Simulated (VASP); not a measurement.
# TiO2 (I4_1/amd) in VASP: notebook

TiO2 is run at these levels: PBE+U; tasks: single point.

Program: VASP 6.6.1. These are calculated values, not measurements. Logs are shortened: lines on timing, memory, paths and dates and some standing lists are left out, and cuts for length are marked.

## 1. The cell of the first run

Symmetry: I4_1/amd, No. 141, tetragonal system. Conventional cell: a = 3.945 Å, b = 3.945 Å, c = 10.562 Å, α = 90.00°, β = 90.00°, γ = 90.00°. Within 2.7 Å of Ti (site symmetry -4m2) lie 6 O at 2.03 to 2.17 Å. Within 2.7 Å of O (site symmetry 2mm) lie 3 Ti at 2.03 to 2.17 Å and 2 O at 2.60 Å.

## 2. Single point, PBE+U

Input file INCAR:

```
SYSTEM = TiO2
ALGO = Normal
EDIFF = 1E-6
ENCUT = 520
GGA = PE
ISIF = 2
ISMEAR = 0
LASPH = .TRUE.
LCHARG = .FALSE.
LDAU = .TRUE.
LDAUJ = 0 0
LDAUL = 2 -1
LDAUPRINT = 1
LDAUTYPE = 2
LDAUU = 4 0
LMAXMIX = 4
LREAL = .FALSE.
LWAVE = .FALSE.
NBANDS = 33
NELM = 150
PREC = Accurate
SIGMA = 0.05
```

Input file KPOINTS:

```
k-points
0
G
  8 8 8
  0 0 0
```

Input file POSCAR:

```
TiO2
1.0
   -1.9722500000      1.9722500000      5.2811000000
    1.9722500000     -1.9722500000      5.2811000000
    1.9722500000      1.9722500000     -5.2811000000
Ti O
2 4
Direct
    0.0000000000      0.0000000000      0.0000000000
    0.7500000000      0.2500000000      0.5000000000
    0.2052277854      0.2052277854      0.0000000000
    0.9552277854      0.4552277854      0.5000000000
    0.5447722146      0.0447722146      0.5000000000
    0.7947722146      0.7947722146      0.0000000000
```

Potentials or basis: VASP PAW PBE potentials, release 64 (Ti_sv, O).

Launch:

```bash
> cat potpaw_PBE.64/Ti_sv/POTCAR potpaw_PBE.64/O/POTCAR > POTCAR
> mpirun -np 1 vasp_std > vasp.out
```

OUTCAR:

```text
SYSTEM = TiO2
   EDIFF = 1E-6
   ENCUT = 520
   GGA = PE
   ISIF = 2
   ISMEAR = 0
   LASPH = .TRUE.
   LREAL = .FALSE.
   NELM = 150
   PREC = Accurate

 ion  position               nearest neighbor table
   1  0.000  0.000  0.000-   5 2.03   4 2.03   5 2.03   4 2.03   3 2.17   6 2.17
   2  0.750  0.250  0.500-   6 2.03   3 2.03   6 2.03   3 2.03   4 2.17   5 2.17
   3  0.205  0.205  0.000-   2 2.03   2 2.03   1 2.17
   4  0.955  0.455  0.500-   1 2.03   1 2.03   2 2.17
   5  0.545  0.045  0.500-   1 2.03   1 2.03   2 2.17
   6  0.795  0.795  0.000-   2 2.03   2 2.03   1 2.17

  LATTYP: Found a body centered tetragonal cell.
 ALAT       =     3.9445000000
 C/A-ratio  =     2.6777031309

  Lattice vectors:

 A1 = (  -1.9722500000,   1.9722500000,   5.2811000000)
 A2 = (   1.9722500000,  -1.9722500000,   5.2811000000)
 A3 = (   1.9722500000,   1.9722500000,  -5.2811000000)

Analysis of symmetry for initial positions (statically):
=====================================================================
 Subroutine PRICEL returns:
 Original cell was already a primitive cell.

 Routine SETGRP: Setting up the symmetry group for a
 body centered tetragonal supercell.

 Subroutine GETGRP returns: Found 16 space group operations
 (whereof  8 operations were pure point group operations)
 out of a pool of 16 trial point group operations.

The static configuration has the point symmetry D_2d.
 The point group associated with its full space group is D_4h.

Analysis of symmetry for dynamics (positions and initial velocities):
=====================================================================
 Subroutine PRICEL returns:
 Original cell was already a primitive cell.

 Routine SETGRP: Setting up the symmetry group for a
 body centered tetragonal supercell.

 Subroutine GETGRP returns: Found 16 space group operations
 (whereof  8 operations were pure point group operations)
 out of a pool of 16 trial point group operations.

The dynamic configuration has the point symmetry D_2d.
 The point group associated with its full space group is D_4h.

 Subroutine INISYM returns: Found 16 space group operations
 (whereof  8 operations are pure point group operations),
 and found     1 'primitive' translations

----------------------------------------------------------------------------------------

                                     Primitive cell

  volume of cell :      82.1691

  direct lattice vectors                    reciprocal lattice vectors
    -1.972250000  1.972250000  5.281100000     0.000000000  0.253517556  0.094677245
     1.972250000 -1.972250000  5.281100000     0.253517556  0.000000000  0.094677245
     1.972250000  1.972250000 -5.281100000     0.253517556  0.253517556  0.000000000

  length of vectors
     5.972399630  5.972399630  5.972399630     0.270619534  0.270619534  0.358527966

  position of ions in fractional coordinates (direct lattice)
     0.000000000  0.000000000  0.000000000
     0.750000000  0.250000000  0.500000000
     0.205227785  0.205227785  0.000000000
     0.955227785  0.455227785  0.500000000
     0.544772215  0.044772215  0.500000000
     0.794772215  0.794772215  0.000000000

  ion indices of the primitive-cell ions
   primitive index   ion index
                 1           1
                 2           2
                 3           3
                 4           4
                 5           5
                 6           6

----------------------------------------------------------------------------------------

 KPOINTS: k-points

Automatic generation of k-mesh.
 Grid dimensions read from file:
 generate k-points for:    8    8    8

 Generating k-lattice:

[... 55 lines left out ...]
   ISPIN  =      1    spin polarized calculation?
   LNONCOLLINEAR =      F non collinear calculations
   LSORBIT =      F    spin-orbit coupling
   LASPH  =      T    aspherical Exc in radial PAW
   ENCUT  =  520.0 eV  38.22 Ry    6.18 a.u.  11.10 11.10 11.10*2*pi/ulx,y,z
   NELM   =    150;   NELMIN=  2; NELMDL= -5     # of ELM steps
   EDIFF  = 0.1E-05   stopping-criterion for ELM
   LREAL  =      F    real-space projection
   EDIFFG = 0.1E-04   stopping-criterion for IOM
   NSW    =      0    number of steps for IOM
   IBRION =     -1    ionic relax: 0-MD 1-quasi-New 2-CG
   NFREE  =      0    steps in history (QN), initial steepest desc. (CG)
   ISIF   =      2    stress and relaxation
   ISYM   =      2    0-nonsym 1-usesym 2-fastsym
   POTIM  = 0.5000    time-step for ionic-motion
   TEBEG  =    0.0;   TEEND  =   0.0 temperature during run
   PSTRESS=    0.0 pullay stress
   NELECT =      48.0000    total number of electrons
   NUPDOWN=      -1.0000    fix difference up-down
   EMIN   =  10.00;   EMAX   =-10.00  energy-range for DOS
   EFERMI =   0.00;   METHOD = LEGACY
   ISMEAR =     0;   SIGMA  =   0.05  broadening in eV -4-tet -1-fermi 0-gaus
   EFERMI_NEDOS =   21; number of points for ismear=-14 and -15
   IALGO  =     38    algorithm
   IMIX   =      4    mixing-type and parameters
     AMIX     =   0.40;   BMIX     =  1.00
     AMIX_MAG =   1.60;   BMIX_MAG =  1.00
  volume/ion in A,a.u.               =      13.69        92.42
  Fermi-wavevector in a.u.,A,eV,Ry     =   1.368524  2.586136 25.481786  1.872858
  Thomas-Fermi vector in A             =   2.494481
   LORBIT       =      0    0 simple, 1 ext, 2 COOP (PROOUT), +10 PAW based schemes
 LDA+U is selected, type is set to LDAUTYPE =  2
   angular momentum for each species LDAUL =     2   -1
   U (eV)           for each species LDAUU =   4.0  0.0
   J (eV)           for each species LDAUJ =   0.0  0.0
   GGA     = PE    functional components
   LHFCALC =     F    Hartree Fock is set to
   AEXX    =    0.0000 exact exchange contribution
   IVDW    =     0    specifies the selected vdW correction
   LEPSILON=     F    determine dielectric tensor
   LRPA    =     F    only Hartree local field effects (RPA)
 non-spin polarized calculation
 Gauss-broadening in eV      SIGMA  =   0.05
  energy-cutoff  :      520.00
  volume of cell :       82.17
 maximum number of plane-waves:      2244
 NGX is ok and might be reduce to    48
   NGX = 23   NGY = 23   NGZ = 23

atom =   1  type =  1  l = 2

 onsite density matrix

spin component  1

  0.1080  0.0000 -0.0000  0.0000 -0.0000
  0.0000  0.0902 -0.0000  0.0000  0.0000
 -0.0000 -0.0000  0.2067  0.0000  0.0000
  0.0000  0.0000  0.0000  0.0902 -0.0000
 -0.0000  0.0000  0.0000 -0.0000  0.2308

spin component  2

  0.1080  0.0000 -0.0000  0.0000 -0.0000
  0.0000  0.0902 -0.0000  0.0000  0.0000
 -0.0000 -0.0000  0.2067  0.0000  0.0000
  0.0000  0.0000  0.0000  0.0902 -0.0000
 -0.0000  0.0000  0.0000 -0.0000  0.2308

 occupancies and eigenvectors

  o =  0.0902  v =  0.0000 -1.0000 -0.0000 -0.0091 -0.0000  0.0000  0.0000  0.0000  0.0000  0.0000      0.0000  0.0000  0.0000  0.0000  0.0000  0.0000  0.0000  0.0000  0.0000  0.0000
  o =  0.0902  v =  0.0000  0.0000  0.0000  0.0000  0.0000  0.0000 -1.0000 -0.0000 -0.0091 -0.0000      0.0000  0.0000  0.0000  0.0000  0.0000  0.0000  0.0000  0.0000  0.0000  0.0000
  o =  0.0902  v =  0.0000 -0.0091  0.0000  1.0000 -0.0000  0.0000  0.0000  0.0000  0.0000  0.0000      0.0000  0.0000  0.0000  0.0000  0.0000  0.0000  0.0000  0.0000  0.0000  0.0000
  o =  0.0902  v =  0.0000  0.0000  0.0000  0.0000  0.0000  0.0000 -0.0091  0.0000  1.0000 -0.0000      0.0000  0.0000  0.0000  0.0000  0.0000  0.0000  0.0000  0.0000  0.0000  0.0000
  o =  0.1080  v =  1.0000  0.0000  0.0000  0.0000  0.0000  0.0000  0.0000  0.0000  0.0000  0.0000      0.0000  0.0000  0.0000  0.0000  0.0000  0.0000  0.0000  0.0000  0.0000  0.0000
  o =  0.1080  v =  0.0000  0.0000  0.0000  0.0000  0.0000  1.0000  0.0000  0.0000  0.0000  0.0000      0.0000  0.0000  0.0000  0.0000  0.0000  0.0000  0.0000  0.0000  0.0000  0.0000
  o =  0.2067  v =  0.0000  0.0000  0.0000  0.0000  0.0000  0.0000  0.0000 -1.0000  0.0000  0.0000      0.0000  0.0000  0.0000  0.0000  0.0000  0.0000  0.0000  0.0000  0.0000  0.0000
  o =  0.2067  v =  0.0000  0.0000 -1.0000  0.0000  0.0000  0.0000  0.0000  0.0000  0.0000  0.0000      0.0000  0.0000  0.0000  0.0000  0.0000  0.0000  0.0000  0.0000  0.0000  0.0000
  o =  0.2308  v =  0.0000  0.0000  0.0000  0.0000  0.0000  0.0000 -0.0000  0.0000  0.0000  1.0000      0.0000  0.0000  0.0000  0.0000  0.0000  0.0000  0.0000  0.0000  0.0000  0.0000
  o =  0.2308  v =  0.0000 -0.0000  0.0000  0.0000  1.0000  0.0000  0.0000  0.0000  0.0000  0.0000      0.0000  0.0000  0.0000  0.0000  0.0000  0.0000  0.0000  0.0000  0.0000  0.0000

atom =   2  type =  1  l = 2

 onsite density matrix

spin component  1

  0.1080  0.0000 -0.0000  0.0000 -0.0000
  0.0000  0.0902  0.0000  0.0000  0.0000
 -0.0000  0.0000  0.2067  0.0000 -0.0000
  0.0000  0.0000  0.0000  0.0902 -0.0000
 -0.0000  0.0000 -0.0000 -0.0000  0.2308

spin component  2

  0.1080  0.0000 -0.0000  0.0000 -0.0000
  0.0000  0.0902  0.0000  0.0000  0.0000
 -0.0000  0.0000  0.2067  0.0000 -0.0000
  0.0000  0.0000  0.0000  0.0902 -0.0000
 -0.0000  0.0000 -0.0000 -0.0000  0.2308

 occupancies and eigenvectors

  o =  0.0902  v =  0.0000  0.1225  0.0000  0.9925 -0.0000  0.0000  0.0000  0.0000  0.0000  0.0000      0.0000  0.0000  0.0000  0.0000  0.0000  0.0000  0.0000  0.0000  0.0000  0.0000
  o =  0.0902  v =  0.0000  0.0000  0.0000  0.0000  0.0000  0.0000  0.1225  0.0000  0.9925 -0.0000      0.0000  0.0000  0.0000  0.0000  0.0000  0.0000  0.0000  0.0000  0.0000  0.0000
  o =  0.0902  v =  0.0000 -0.9925 -0.0000  0.1225  0.0000  0.0000  0.0000  0.0000  0.0000  0.0000      0.0000  0.0000  0.0000  0.0000  0.0000  0.0000  0.0000  0.0000  0.0000  0.0000
  o =  0.0902  v =  0.0000  0.0000  0.0000  0.0000  0.0000  0.0000 -0.9925 -0.0000  0.1225  0.0000      0.0000  0.0000  0.0000  0.0000  0.0000  0.0000  0.0000  0.0000  0.0000  0.0000
  o =  0.1080  v =  0.0000  0.0000  0.0000  0.0000  0.0000  1.0000  0.0000  0.0000  0.0000  0.0000      0.0000  0.0000  0.0000  0.0000  0.0000  0.0000  0.0000  0.0000  0.0000  0.0000
  o =  0.1080  v =  1.0000  0.0000  0.0000  0.0000  0.0000  0.0000  0.0000  0.0000  0.0000  0.0000      0.0000  0.0000  0.0000  0.0000  0.0000  0.0000  0.0000  0.0000  0.0000  0.0000
  o =  0.2067  v =  0.0000  0.0000  0.0000  0.0000  0.0000  0.0000  0.0000 -1.0000  0.0000 -0.0000      0.0000  0.0000  0.0000  0.0000  0.0000  0.0000  0.0000  0.0000  0.0000  0.0000
  o =  0.2067  v =  0.0000  0.0000 -1.0000  0.0000 -0.0000  0.0000  0.0000  0.0000  0.0000  0.0000      0.0000  0.0000  0.0000  0.0000  0.0000  0.0000  0.0000  0.0000  0.0000  0.0000
  o =  0.2308  v =  0.0000  0.0000 -0.0000 -0.0000  1.0000  0.0000  0.0000  0.0000  0.0000  0.0000      0.0000  0.0000  0.0000  0.0000  0.0000  0.0000  0.0000  0.0000  0.0000  0.0000
  o =  0.2308  v =  0.0000  0.0000  0.0000  0.0000  0.0000  0.0000  0.0000 -0.0000 -0.0000  1.0000      0.0000  0.0000  0.0000  0.0000  0.0000  0.0000  0.0000  0.0000  0.0000  0.0000

 number of electron      47.9999997 magnetization

 Free energy of the ion-electron system (eV)
  ---------------------------------------------------
  ext. energy  EPLUGINS =         0.00000000
  ---------------------------------------------------
  free energy    TOTEN  =       -47.85389906 eV

  energy without entropy =      -47.85389906  energy(sigma->0) =      -47.85389906

 E-fermi :   2.3627     XC(G=0):  -9.8253

 val. band max:        2.1339138958   @ k =  -0.3750   0.3750   0.0000
 cond. band min:       4.3861130129   @ k =   0.0000   0.0000   0.0000
 fundamental gap:      2.2521991170
 Fermi energy:         2.3627072860

 k-point     1 :       0.0000    0.0000    0.0000
  band No.  band energies     occupation
      1     -56.0865      2.00000
      2     -56.0683      2.00000
      3     -32.3112      2.00000
      4     -32.1619      2.00000
      5     -32.1619      2.00000
      6     -32.1614      2.00000
[... 853 lines left out ...]
     32       7.0550      0.00000
     33       7.7508      0.00000

 [... further k-points ...]
[... 5 lines left out ...]
  --------------------------------------------------------------------------------------
  -------------------------------------------------------------------------------------
  Total       -8.4256681     -8.4256681    -11.6379887      0.0000000     -0.0000000      0.0000000
  in kB     -164.2882925   -164.2882925   -226.9238805      0.0000000     -0.0000000      0.0000000
  external PRESSURE =    -185.1668218 kB  Pullay stress =       0.0000000 kB

 VOLUME and BASIS-vectors are now :
 -----------------------------------------------------------------------------
  energy-cutoff  :      520.00
  volume of cell :       82.17
      direct lattice vectors                 reciprocal lattice vectors
    -1.972250000  1.972250000  5.281100000     0.000000000  0.253517556  0.094677245
     1.972250000 -1.972250000  5.281100000     0.253517556  0.000000000  0.094677245
     1.972250000  1.972250000 -5.281100000     0.253517556  0.253517556  0.000000000

 POSITION                                       TOTAL-FORCE (eV/Angst)
 -----------------------------------------------------------------------------------
      0.00000      0.00000      0.00000         0.000000      0.000000     -0.000000
     -0.00000      1.97225      2.64055         0.000000      0.000000     -0.000000
      0.00000      0.00000      2.16766        -0.000000     -0.000000     -0.663205
      0.00000      1.97225      4.80821        -0.000000     -0.000000     -0.663205
      0.00000      1.97225      0.47289         0.000000      0.000000      0.663205
      0.00000      0.00000      8.39454        -0.000000     -0.000000      0.663205
 -----------------------------------------------------------------------------------
    total drift:                                0.000000      0.000000     -0.000000

  FREE ENERGIE OF THE ION-ELECTRON SYSTEM (eV)
  ---------------------------------------------------
  free  energy   TOTEN  =       -47.8538990571 eV

  energy  without entropy=      -47.8538990571  energy(sigma->0) =      -47.85389906
```

Wall time 7.6 min (1 thread of Oxide Virtual Turin-like, shared host); peak memory 0.35 GiB.

Results:

- Free energy: -47.8539 eV
- Pressure: -18.5 GPa
- Largest force: 0.663 eV/Å
- Band gap on the k mesh: 2.25 eV, indirect (least direct gap 2.54 eV)

Forces in eV/Å, atoms in the order of the input:
```
Ti   0.000  0.000  0.000
Ti   0.000  0.000  0.000
O    0.000  0.000 -0.663
O    0.000  0.000 -0.663
O    0.000  0.000  0.663
O    0.000  0.000  0.663
```

Levels at points of the mesh, in eV from the valence-band top:
```csv
k point,band 22,band 23,band 24,band 25,band 26,band 27
"(0.00, 0.00, 0.00)",-0.89,-0.32,-0.32,2.25,2.68,3.62
"(0.50, 0.00, 0.00)",-1.17,-0.73,-0.68,3.09,3.10,3.19
"(0.50, 0.50, 0.00)",-1.78,-0.05,-0.05,2.93,2.93,3.30
"(0.50, 0.50, 0.50)",-1.35,-0.15,-0.15,2.46,2.46,3.46
```

Eigenvalues of the final occupation matrices:
```csv
site,spin,trace,eigenvalues
site 1 d,1,0.73,0.09 0.09 0.11 0.21 0.23
site 1 d,2,0.73,0.09 0.09 0.11 0.21 0.23
site 2 d,1,0.73,0.09 0.09 0.11 0.21 0.23
site 2 d,2,0.73,0.09 0.09 0.11 0.21 0.23
```

A k mesh can miss the band edges.

[end of part 1 of 2]
